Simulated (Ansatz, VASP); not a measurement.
Be: VASP beside Ansatz

```
Be
1.0
     2.26405    0.00000    0.00000
    -1.13203    1.96073    0.00000
     0.00000    0.00000    3.56321
Be
2
Direct
  0.33333 0.66667 0.25000
  0.66667 0.33333 0.75000
```

Alike in both runs: functional r2SCAN; k mesh 24 × 24 × 12; occupations gaussian, width 0.1 eV; no spin polarisation.

Ansatz relaxed the structure, and its values are those at the end. VASP's run is a single point on that final structure, the one shown.

|  | VASP | Ansatz |
| --- | --- | --- |
| version | VASP 6.6.1 | Ansatz 0.2.0 |
| potentials or method | VASP PAW PBE potentials, release 64 (Be), cutoff 520 eV | scalar-relativistic, plane waves, PAW |
| valence electrons in the cell | 4 | 4 |

Ansatz gave:

* gap on the k mesh at the Fermi level (eV): none
* pressure (GPa): 0.0

**Question.** Which values does VASP return?

**Answer.** gap on the k mesh at the Fermi level (eV): none; pressure (GPa): 0.2.

VASP's potentials were made for PBE, not for r2SCAN. A gap of «none» marks a metal or a gap that the smearing closes.
